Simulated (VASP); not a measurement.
# Ta (Im-3m) in VASP: further runs

The runs below take Ta through single point, with PBE.

Program: VASP 6.6.1. These are calculated values, not measurements. Logs are shortened: lines on timing, memory, paths and dates and some standing lists are left out, and cuts for length are marked.

### Step 1. The cell of the first run

It takes space group Im-3m (No. 229, cubic). Conventional cell: a = 3.321 Å, b = 3.321 Å, c = 3.321 Å, α = 90.00°, β = 90.00°, γ = 90.00°. Ta (site symmetry m-3m) has 14 Ta at 2.88 to 3.32 Å within 3.8 Å.

### Step 2. Single point, PBE

INCAR reads:

```
PREC     = Accurate       # precision mode
ENCUT    = 520            # plane-wave cutoff, eV
EDIFF    = 1E-7           # SCF threshold, eV
ISMEAR   = 0              # smearing method
SIGMA    = 1.0            # smearing width, eV
LREAL    = False          # projectors in reciprocal space
LASPH    = True           # aspherical terms in the spheres
NELM     = 100            # most SCF steps
ALGO     = Normal         # electronic algorithm
ISIF     = 2              # what is computed and relaxed
LWAVE    = False          # write WAVECAR
LCHARG   = False          # write CHGCAR
GGA      = PE             # functional
NBANDS   = 12             # bands
```

KPOINTS reads:

```
Automatic mesh
0
Gamma
  13 13 13
```

POSCAR reads:

```
Ta
1.0
   -1.6607181506      1.6607181506      1.6607181506
    1.6607181506     -1.6607181506      1.6607181506
    1.6607181506      1.6607181506     -1.6607181506
Ta
1
Direct
    0.0000000000      0.0000000000      0.0000000000
```

Potentials or basis: VASP PAW PBE potentials, release 64 (Ta_pv).

Command:

```bash
> cat potpaw_PBE.64/Ta_pv/POTCAR > POTCAR
> mpirun -np 1 vasp_std > vasp.out
```

OUTCAR:

```text
PREC = Accurate
   ENCUT = 520
   EDIFF = 1E-7
   ISMEAR = 0
   LREAL = False
   LASPH = True
   NELM = 100
   ISIF = 2
   GGA = PE

 ion  position               nearest neighbor table
   1  0.000  0.000  0.000-

  LATTYP: Found a body centered cubic cell.
 ALAT       =     3.3214363012

  Lattice vectors:

 A1 = (  -1.6607181506,   1.6607181506,   1.6607181506)
 A2 = (   1.6607181506,  -1.6607181506,   1.6607181506)
 A3 = (   1.6607181506,   1.6607181506,  -1.6607181506)

Analysis of symmetry for initial positions (statically):
=====================================================================
 Subroutine PRICEL returns:
 Original cell was already a primitive cell.

 Routine SETGRP: Setting up the symmetry group for a
 body centered cubic supercell.

 Subroutine GETGRP returns: Found 48 space group operations
 (whereof 48 operations were pure point group operations)
 out of a pool of 48 trial point group operations.

The static configuration has the point symmetry O_h .

Analysis of symmetry for dynamics (positions and initial velocities):
=====================================================================
 Subroutine PRICEL returns:
 Original cell was already a primitive cell.

 Routine SETGRP: Setting up the symmetry group for a
 body centered cubic supercell.

 Subroutine GETGRP returns: Found 48 space group operations
 (whereof 48 operations were pure point group operations)
 out of a pool of 48 trial point group operations.

The dynamic configuration has the point symmetry O_h .

 Subroutine INISYM returns: Found 48 space group operations
 (whereof 48 operations are pure point group operations),
 and found     1 'primitive' translations

----------------------------------------------------------------------------------------

                                     Primitive cell

  volume of cell :      18.3209

  direct lattice vectors                    reciprocal lattice vectors
    -1.660718151  1.660718151  1.660718151     0.000000000  0.301074568  0.301074568
     1.660718151 -1.660718151  1.660718151     0.301074568  0.000000000  0.301074568
     1.660718151  1.660718151 -1.660718151     0.301074568  0.301074568  0.000000000

  length of vectors
     2.876448214  2.876448214  2.876448214     0.425783738  0.425783738  0.425783738

  position of ions in fractional coordinates (direct lattice)
     0.000000000  0.000000000  0.000000000

  ion indices of the primitive-cell ions
   primitive index   ion index
                 1           1

----------------------------------------------------------------------------------------

 KPOINTS: Automatic mesh

Automatic generation of k-mesh.
 Grid dimensions read from file:
 generate k-points for:   13   13   13

 Generating k-lattice:

  Cartesian coordinates                     Fractional coordinates (reciprocal lattice)
     0.000000000  0.023159582  0.023159582     0.076923077  0.000000000  0.000000000
     0.023159582  0.000000000  0.023159582     0.000000000  0.076923077  0.000000000
     0.023159582  0.023159582  0.000000000     0.000000000  0.000000000  0.076923077

  Length of vectors
     0.032752595  0.032752595  0.032752595

  Shift w.r.t. Gamma in fractional coordinates (k-lattice)
     0.000000000  0.000000000  0.000000000

 Subroutine IBZKPT returns following result:
 ===========================================

 Found     84 irreducible k-points:

 Following reciprocal coordinates:
            Coordinates               Weight
  0.000000  0.000000  0.000000      1.000000
  0.076923  0.000000  0.000000     12.000000
  0.153846  0.000000  0.000000     12.000000
  0.230769  0.000000  0.000000     12.000000
  0.307692  0.000000  0.000000     12.000000
  0.384615  0.000000  0.000000     12.000000
[... 16 lines left out ...]
  0.153846  0.076923  0.076923     24.000000
  0.230769  0.076923  0.076923     24.000000
 [... further k-points ...]
   k-points           NKPTS =     84   k-points in BZ     NKDIM =     84   number of bands    NBANDS=     12
   number of dos      NEDOS =    301   number of ions     NIONS =      1
   total plane-waves  NPLWV =  13824
   dimension x,y,z NGX =    24 NGY =   24 NGZ =   24
   dimension x,y,z NGXF=    48 NGYF=   48 NGZF=   48
   ions per type =               1
   NGX,Y,Z   is equivalent  to a cutoff of  13.87, 13.87, 13.87 a.u.
   NGXF,Y,Z  is equivalent  to a cutoff of  27.74, 27.74, 27.74 a.u.
 SYSTEM =  unknown system
   PREC   = accura    normal or accurate (medium, high low for compatibility)
   ISTART =      0    job   : 0-new  1-cont  2-samecut
   ICHARG =      2    charge: 1-file 2-atom 10-const
   ISPIN  =      1    spin polarized calculation?
   LNONCOLLINEAR =      F non collinear calculations
   LSORBIT =      F    spin-orbit coupling
   LASPH  =      T    aspherical Exc in radial PAW
   ENCUT  =  520.0 eV  38.22 Ry    6.18 a.u.   5.35  5.35  5.35*2*pi/ulx,y,z
   NELM   =    100;   NELMIN=  2; NELMDL= -5     # of ELM steps
   EDIFF  = 0.1E-06   stopping-criterion for ELM
   LREAL  =      F    real-space projection
   EDIFFG = 0.1E-05   stopping-criterion for IOM
   NSW    =      0    number of steps for IOM
   IBRION =     -1    ionic relax: 0-MD 1-quasi-New 2-CG
   NFREE  =      0    steps in history (QN), initial steepest desc. (CG)
   ISIF   =      2    stress and relaxation
   ISYM   =      2    0-nonsym 1-usesym 2-fastsym
   POTIM  = 0.5000    time-step for ionic-motion
   TEBEG  =    0.0;   TEEND  =   0.0 temperature during run
   PSTRESS=    0.0 pullay stress
   NELECT =      11.0000    total number of electrons
   NUPDOWN=      -1.0000    fix difference up-down
   EMIN   =  10.00;   EMAX   =-10.00  energy-range for DOS
   EFERMI =   0.00;   METHOD = LEGACY
   ISMEAR =     0;   SIGMA  =   1.00  broadening in eV -4-tet -1-fermi 0-gaus
   EFERMI_NEDOS =   21; number of points for ismear=-14 and -15
   IALGO  =     38    algorithm
   IMIX   =      4    mixing-type and parameters
     AMIX     =   0.40;   BMIX     =  1.00
     AMIX_MAG =   1.60;   BMIX_MAG =  1.00
  volume/ion in A,a.u.               =      18.32       123.64
  Fermi-wavevector in a.u.,A,eV,Ry     =   1.381094  2.609889 25.952020  1.907420
  Thomas-Fermi vector in A             =   2.505910
   LORBIT       =      0    0 simple, 1 ext, 2 COOP (PROOUT), +10 PAW based schemes
   GGA     = PE    functional components
   LHFCALC =     F    Hartree Fock is set to
   AEXX    =    0.0000 exact exchange contribution
   IVDW    =     0    specifies the selected vdW correction
   LEPSILON=     F    determine dielectric tensor
   LRPA    =     F    only Hartree local field effects (RPA)
 non-spin polarized calculation
 Gauss-broadening in eV      SIGMA  =   1.00
  energy-cutoff  :      520.00
  volume of cell :       18.32
 maximum number of plane-waves:       531
 NGX is ok and might be reduce to    24
   NGX = 11   NGY = 11   NGZ = 11

 number of electron      11.0000000 magnetization

 Free energy of the ion-electron system (eV)
  ---------------------------------------------------
  ext. energy  EPLUGINS =         0.00000000
  ---------------------------------------------------
  free energy    TOTEN  =       -12.11166115 eV

  energy without entropy =      -11.57289993  energy(sigma->0) =      -11.84228054

 E-fermi :   5.5351     XC(G=0): -12.5288

 val. band max:        5.5017390093   @ k =   0.1538   0.0000   0.0000
 cond. band min:       5.5446373223   @ k =  -0.4615  -0.4615   0.0769
 fundamental gap:      0.0428983129
 Fermi energy:         5.5351494886

 k-point     1 :       0.0000    0.0000    0.0000
  band No.  band energies     occupation
      1     -27.7663      2.00000
      2     -27.7663      2.00000
      3     -27.7663      2.00000
      4      -2.5015      2.00000
      5       6.0945      0.42892
      6       6.0945      0.42892
      7       6.0945      0.42892
      8       9.3069      0.00000
      9       9.3069      0.00000
     10      20.0206      0.00000
     11      20.2773      0.00000
     12      20.2773      0.00000

 k-point     2 :       0.0769    0.0000    0.0000
  band No.  band energies     occupation
      1     -27.8352      2.00000
      2     -27.7876      2.00000
      3     -27.7666      2.00000
      4      -2.2435      2.00000
      5       5.9282      0.57827
      6       6.0420      0.47353
      7       6.3477      0.25048
      8       9.0496      0.00000
      9       9.3084      0.00000
     10      20.0204      0.00000
     11      20.5038      0.00000
     12      20.7306      0.00000

 k-point     3 :       0.1538    0.0000    0.0000
  band No.  band energies     occupation
      1     -28.0225      2.00000
      2     -27.8462      2.00000
      3     -27.7676      2.00000
      4      -1.5205      2.00000
      5       5.5017      1.03769
      6       5.7935      0.71485
      7       7.0924      0.02764
      8       8.6752      0.00001
      9       9.3380      0.00000
     10      20.0197      0.00000
     11      20.9304      0.00000
     12      22.0103      0.00000

 k-point     4 :       0.2308    0.0000    0.0000
  band No.  band energies     occupation
      1     -28.2777      2.00000
      2     -27.9278      2.00000
      3     -27.7690      2.00000
      4      -0.5041      2.00000
      5       4.9682      1.57732
      6       5.3651      1.19003
      7       8.2811      0.00010
      8       8.6743      0.00001
      9       9.4458      0.00000
     10      20.0173      0.00000
     11      20.6583      0.00000
     12      22.2551      0.00000

 k-point     5 :       0.3077    0.0000    0.0000
  band No.  band energies     occupation
      1     -28.5384      2.00000
      2     -28.0131      2.00000
      3     -27.7705      2.00000
      4       0.4543      2.00000
      5       4.4669      1.86915
      6       5.2263      1.33770
      7       8.9627      0.00000
      8       9.6588      0.00000
      9       9.8175      0.00000
     10      19.4092      0.00000
     11      19.9799      0.00000
     12      20.3521      0.00000
[... 228 lines left out ...]
      1     -28.6169      2.00000
      2     -28.4469      2.00000
      3     -27.9056      2.00000
      4       2.8727      1.99983
      5       4.1003      1.95755
      6       4.6214      1.80370
      7       9.5374      0.00000
      8      10.0085      0.00000
      9      14.1862      0.00000
     10      16.0995      0.00000
     11      18.1411      0.00000
     12      20.0250      0.00000

 k-point    22 :       0.0769    0.0769    0.0769
  band No.  band energies     occupation
      1     -28.1492      2.00000
      2     -27.8149      2.00000
      3     -27.8149      2.00000
      4      -1.0696      2.00000
      5       5.2877      1.27363
      6       5.2877      1.27363
      7       7.8726      0.00095
      8       9.0411      0.00000
      9       9.0411      0.00000
     10      20.0192      0.00000
     11      21.2382      0.00000
     12      22.3761      0.00000

 k-point    23 :       0.1538    0.0769    0.0769
  band No.  band energies     occupation
      1     -28.3620      2.00000
      2     -27.9014      2.00000
      3     -27.8208      2.00000
      4      -0.0719      2.00000
      5       4.7509      1.73258
      6       4.8553      1.66364
      7       8.9291      0.00000
      8       9.2241      0.00000
      9       9.3992      0.00000
     10      20.0166      0.00000
     11      21.3015      0.00000
     12      22.1263      0.00000

 k-point    24 :       0.2308    0.0769    0.0769
  band No.  band energies     occupation
      1     -28.5635      2.00000
      2     -28.0105      2.00000
      3     -27.8272      2.00000
      4       0.9355      2.00000
      5       4.2984      1.91972
      6       4.6965      1.76439
      7       9.1137      0.00000
      8       9.7210      0.00000
      9      10.8194      0.00000
     10      19.8803      0.00000
     11      19.9308      0.00000
     12      20.1285      0.00000

 [... further k-points ...]
[... 5 lines left out ...]
  --------------------------------------------------------------------------------------
  -------------------------------------------------------------------------------------
  Total        0.2642359      0.2642359      0.2642359      0.0000000     -0.0000000     -0.0000000
  in kB       23.1075919     23.1075919     23.1075919      0.0000000     -0.0000000     -0.0000000
  external PRESSURE =      23.1075919 kB  Pullay stress =       0.0000000 kB

 VOLUME and BASIS-vectors are now :
 -----------------------------------------------------------------------------
  energy-cutoff  :      520.00
  volume of cell :       18.32
      direct lattice vectors                 reciprocal lattice vectors
    -1.660718151  1.660718151  1.660718151     0.000000000  0.301074568  0.301074568
     1.660718151 -1.660718151  1.660718151     0.301074568  0.000000000  0.301074568
     1.660718151  1.660718151 -1.660718151     0.301074568  0.301074568  0.000000000

 POSITION                                       TOTAL-FORCE (eV/Angst)
 -----------------------------------------------------------------------------------
      0.00000      0.00000      0.00000         0.000000      0.000000     -0.000000
 -----------------------------------------------------------------------------------
    total drift:                                0.000000      0.000000      0.000000

  FREE ENERGIE OF THE ION-ELECTRON SYSTEM (eV)
  ---------------------------------------------------
  free  energy   TOTEN  =       -12.1116611539 eV

  energy  without entropy=      -11.5728999283  energy(sigma->0) =      -11.84228054
```

It took 25 s on 1 thread of Intel Xeon 8259CL, shared host; peak memory 0.15 GiB.

Results:

| Quantity | Value |
| --- | --- |
| Free energy | -12.1117 eV |
| Pressure | 2.3 GPa |

Caveat: spin-orbit coupling is left out, which moves the levels of the heavy elements.

(Part 1 of 2 ends here.)
